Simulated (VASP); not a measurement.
# Ni (P6_3/mmc) in VASP: further runs, part 2 of 2

VASP 6.6.1.

### Step 3. Relaxation of cell and atoms, PBE, collinear spin, ferromagnetic start

INCAR reads:

```
SYSTEM = Ni
ALGO     = Normal         ! electronic algorithm
EDIFF    = 1E-7           ! SCF threshold, eV
EDIFFG   = -0.03          ! ionic threshold
ENCUT    = 600            ! plane-wave cutoff, eV
GGA      = PE             ! functional
IBRION   = 2              ! ionic algorithm
ISIF     = 3              ! what is computed and relaxed
ISMEAR   = 0              ! smearing method
ISPIN    = 2              ! spin polarisation
LASPH    = .True.         ! aspherical terms in the spheres
LCHARG   = .False.        ! write CHGCAR
LMAXMIX  = 4              ! l up to which the mixer works
LORBIT   = 11             ! projections on sites
LREAL    = .False.        ! projectors in reciprocal space
LWAVE    = .False.        ! write WAVECAR
MAGMOM   = 0.8 0.8        ! initial moments
NELM     = 150            ! most SCF steps
NSW      = 80             ! ionic steps
PREC     = Accurate       ! precision mode
SIGMA    = 0.05           ! smearing width, eV
```

KPOINTS reads:

```
k-points
0
Gamma
  10 10 6
  0 0 0
```

POSCAR reads:

```
Ni
1.0
    2.4888467156      0.0000000000      0.0000000000
   -1.2444233578      2.1554044818      0.0000000000
    0.0000000000      0.0000000000      4.0651163022
Ni
2
Direct
    0.3333333333      0.6666666667      0.7500000000
    0.6666666667      0.3333333333      0.2500000000
```

Potentials or basis: VASP PAW PBE potentials, release 64 (Ni).

The run is started by

```console
$ cat potpaw_PBE.64/Ni/POTCAR > POTCAR
$ mpirun -np 1 vasp_std > vasp.out
```

OUTCAR:

```text
SYSTEM = Ni
   EDIFF = 1E-7
   EDIFFG = -0.03
   ENCUT = 600
   GGA = PE
   IBRION = 2
   ISIF = 3
   ISMEAR = 0
   ISPIN = 2
   LASPH = .True.
   LORBIT = 11
   LREAL = .False.
   NELM = 150
   NSW = 80
   PREC = Accurate

 ion  position               nearest neighbor table
   1  0.333  0.667  0.750-   2 2.49   2 2.49   2 2.49   2 2.49   2 2.49   2 2.49
   2  0.667  0.333  0.250-   1 2.49   1 2.49   1 2.49   1 2.49   1 2.49   1 2.49

  LATTYP: Found a hexagonal cell.
 ALAT       =     2.4888467156
 C/A-ratio  =     1.6333333334

  Lattice vectors:

 A1 = (   2.4888467156,   0.0000000000,   0.0000000000)
 A2 = (  -1.2444233578,   2.1554044818,   0.0000000000)
 A3 = (   0.0000000000,   0.0000000000,   4.0651163022)

Analysis of symmetry for initial positions (statically):
=====================================================================
 Subroutine PRICEL returns:
 Original cell was already a primitive cell.

 Routine SETGRP: Setting up the symmetry group for a
 hexagonal supercell.

 Subroutine GETGRP returns: Found 24 space group operations
 (whereof 12 operations were pure point group operations)
 out of a pool of 24 trial point group operations.

The static configuration has the point symmetry D_3d.
 The point group associated with its full space group is D_6h.

Analysis of symmetry for dynamics (positions and initial velocities):
=====================================================================
 Subroutine PRICEL returns:
 Original cell was already a primitive cell.

 Routine SETGRP: Setting up the symmetry group for a
 hexagonal supercell.

 Subroutine GETGRP returns: Found 24 space group operations
 (whereof 12 operations were pure point group operations)
 out of a pool of 24 trial point group operations.

The dynamic configuration has the point symmetry D_3d.
 The point group associated with its full space group is D_6h.

Analysis of structural, dynamic, and magnetic symmetry:
=====================================================================
 Subroutine PRICEL returns:
 Original cell was already a primitive cell.

 Routine SETGRP: Setting up the symmetry group for a
 hexagonal supercell.

 Subroutine GETGRP returns: Found 24 space group operations
 (whereof 12 operations were pure point group operations)
 out of a pool of 24 trial point group operations.

The overall configuration has the point symmetry D_3d.
 The point group associated with its full space group is D_6h.

 Subroutine INISYM returns: Found 24 space group operations
 (whereof 12 operations are pure point group operations),
 and found     1 'primitive' translations

----------------------------------------------------------------------------------------

                                     Primitive cell

  volume of cell :      21.8072

  direct lattice vectors                    reciprocal lattice vectors
     2.488846716  0.000000000  0.000000000     0.401792523  0.231975021  0.000000000
    -1.244423358  2.155404482  0.000000000     0.000000000  0.463950042  0.000000000
     0.000000000  0.000000000  4.065116302     0.000000000  0.000000000  0.245995422

  length of vectors
[... 154 lines left out ...]
 -----------------------------------------------------------------------------------
     -0.00000      1.43694      3.04884         0.000000     -0.000000      0.000000
      1.24442      0.71847      1.01628        -0.000000      0.000000      0.000000
 -----------------------------------------------------------------------------------
    total drift:                               -0.000000      0.000000     -0.000000

  FREE ENERGIE OF THE ION-ELECTRON SYSTEM (eV)
  ---------------------------------------------------
  free  energy   TOTEN  =       -10.8973387310 eV

  energy  without entropy=      -10.8920636561  energy(sigma->0) =      -10.89470119

--------------------------------------- Ionic step        2  -------------------------------------------

 number of electron      20.0000006 magnetization       1.3545008

 Free energy of the ion-electron system (eV)
  ---------------------------------------------------
  ext. energy  EPLUGINS =         0.00000000
  ---------------------------------------------------
  free energy    TOTEN  =       -10.89750860 eV

  energy without entropy =      -10.89216719  energy(sigma->0) =      -10.89483789

 E-fermi :   9.3387     XC(G=0): -13.2242

 val. band max:        9.3275402860   @ k =   0.1000   0.0000   0.1667
 cond. band min:       9.3473331561   @ k =   0.4000   0.2000   0.0000
 fundamental gap:      0.0197928701
 Fermi energy:         9.3386805161

 spin component 1

 k-point     1 :       0.0000    0.0000    0.0000
  band No.  band energies     occupation
      1       0.3243      1.00000
      2       4.4826      1.00000
      3       6.8564      1.00000
      4       6.9581      1.00000
      5       6.9581      1.00000
      6       7.2215      1.00000
      7       7.2215      1.00000
      8       7.6361      1.00000
      9       7.6361      1.00000
     10       8.5687      1.00000
     11       8.5687      1.00000
     12       8.9858      1.00000
     13      14.8675      0.00000
     14      31.8739      0.00000
[... 403 lines left out ...]
      4       6.1487      1.00000
      5       6.8648      1.00000
      6       7.3347      1.00000
      7       7.5403      1.00000
      8       8.4805      1.00000
      9       8.5715      1.00000
     10       8.6943      1.00000
     11      10.2191      0.00000
     12      13.1123      0.00000
     13      16.8867      0.00000
     14      19.1809      0.00000
     15      22.1916      0.00000

 [... further k-points ...]

 spin component 2

 k-point     1 :       0.0000    0.0000    0.0000
  band No.  band energies     occupation
      1       0.2971      1.00000
      2       4.9280      1.00000
      3       7.6289      1.00000
      4       7.6876      1.00000
      5       7.6876      1.00000
      6       7.9713      1.00000
      7       7.9713      1.00000
      8       8.3406      1.00000
      9       8.3406      1.00000
     10       8.9277      1.00000
     11       9.3168      0.73176
     12       9.3168      0.73176
     13      15.3135      0.00000
     14      31.7368      0.00000
[... 403 lines left out ...]
      4       6.6580      1.00000
      5       7.5245      1.00000
      6       8.0365      1.00000
      7       8.0805      1.00000
      8       9.2459      0.99567
      9       9.3762      0.14442
     10       9.5292      0.00000
     11      10.7456      0.00000
     12      13.4133      0.00000
     13      17.1372      0.00000
     14      19.3374      0.00000
     15      22.3063      0.00000

 [... further k-points ...]

------------------------ aborting loop because EDIFF is reached ----------------------------------------

  FORCE on cell =-STRESS in cart. coord.  units (eV):
  Direction    XX          YY          ZZ          XY          YZ          ZX
  --------------------------------------------------------------------------------------
  -------------------------------------------------------------------------------------
  Total       -0.0525637     -0.0525637     -0.0119134      0.0000000      0.0000000      0.0000000
  in kB       -3.8499431     -3.8499431     -0.8725747      0.0000000      0.0000000      0.0000000
  external PRESSURE =      -2.8574870 kB  Pullay stress =       0.0000000 kB

 VOLUME and BASIS-vectors are now :
 -----------------------------------------------------------------------------
  energy-cutoff  :      600.00
  volume of cell :       21.87
      direct lattice vectors                 reciprocal lattice vectors
     2.488881620  0.000000000 -0.000000000     0.401786888  0.231971768 -0.000000000
    -1.244440810  2.155434710  0.000000000    -0.000000000  0.463943536 -0.000000000
     0.000000000  0.000000000  4.077589241     0.000000000  0.000000000  0.245242946

 POSITION                                       TOTAL-FORCE (eV/Angst)
 -----------------------------------------------------------------------------------
     -0.00000      1.43696      3.05819        -0.000000      0.000000      0.000000
      1.24444      0.71848      1.01940         0.000000     -0.000000     -0.000000
 -----------------------------------------------------------------------------------
    total drift:                               -0.000000      0.000000     -0.000000

  FREE ENERGIE OF THE ION-ELECTRON SYSTEM (eV)
  ---------------------------------------------------
  free  energy   TOTEN  =       -10.8975085952 eV

  energy  without entropy=      -10.8921671937  energy(sigma->0) =      -10.89483789

 reached required accuracy - stopping structural energy minimisation

 total charge

# of ion       s       p       d       tot
------------------------------------------
    1        0.495   0.493   8.312   9.300
    2        0.495   0.493   8.312   9.300
--------------------------------------------------
tot          0.991   0.987  16.623  18.601

 magnetization (x)

# of ion       s       p       d       tot
------------------------------------------
    1       -0.004  -0.024   0.718   0.689
    2       -0.004  -0.024   0.718   0.689
--------------------------------------------------
tot         -0.008  -0.049   1.435   1.378
```

Run time: 2.3 min. Hardware: 1 thread of Intel Xeon 8259CL, shared host; peak memory 0.17 GiB.

What came out:

| Item | Value |
| --- | --- |
| Free energy | -10.8975 eV |
| Relaxed volume | 10.94 Å³/atom |
| Relaxed cell | a = 2.489 Å, b = 2.489 Å, c = 4.078 Å, α = 90.00°, β = 90.00°, γ = 120.00° |
| Space group after relaxing (to 0.05 Å) | P6_3/mmc (No. 194) |
| Energy gained by relaxing | 0.1 meV/atom |
| Ionic steps | 2 |
| Pressure after relaxing | -0.3 GPa |
| Net moment | 1.35 μB per cell |
| Site moments | Ni +0.69 μB |
| Valence electrons inside the program's atomic spheres | Ni 9.30 |

The path:
```
step  energy change (eV)  largest force (eV/Å)  pressure (GPa)  volume (Å³)
   1              0.0000                0.0000            0.31        21.81
   2             -0.0002                0.0000           -0.29        21.87
```

Final structure:
```
Ni
1.0
     2.48888    0.00000    0.00000
    -1.24444    2.15543    0.00000
     0.00000    0.00000    4.07759
Ni
2
Direct
  0.33333 0.66667 0.75000
  0.66667 0.33333 0.25000
```
